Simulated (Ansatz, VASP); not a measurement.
## TiAl3 in VASP and in Ansatz

```xyz
4
Lattice="3.9483 0.0000 0.0000 0.0000 3.9483 0.0000 0.0000 0.0000 3.7114" Properties=species:S:1:pos:R:3 pbc="T T T"
Ti    0.0000    0.0000    0.0000
Al    1.9742    1.9742    0.0000
Al    1.9742    0.0000    1.8557
Al    0.0000    1.9742    1.8557
```

Change from the starting cell: strain along c alone, the other axes held, atoms relaxed: -6.0 %.

Alike in both runs: task single point; functional PBEsol; k mesh 14 × 14 × 14; occupations gaussian, width 0.1 eV; no spin polarisation.

|  | VASP | Ansatz |
| --- | --- | --- |
| version | VASP 6.6.1 | Ansatz 0.2.0 |
| potentials or method | VASP PAW PBE potentials, release 64 (Ti_sv, Al), cutoff 520 eV | scalar-relativistic, plane waves, PAW |
| valence electrons in the cell | 21 | 21 |

|  | VASP | Ansatz | Ansatz less VASP |
| --- | --- | --- | --- |
| gap on the k mesh at the Fermi level (eV) | none | none | - |
| pressure (GPa) | 8.2 | 8.1 | -0.13 |
| traceless stress, the component that is largest in VASP (GPa) | 5.92 | 5.91 | -0.008 |

VASP's potentials were made for PBE, not for PBEsol. A gap of «none» marks a metal or a gap that the smearing closes. With one functional, cell and mesh, what is left measures potentials, basis and numerics.
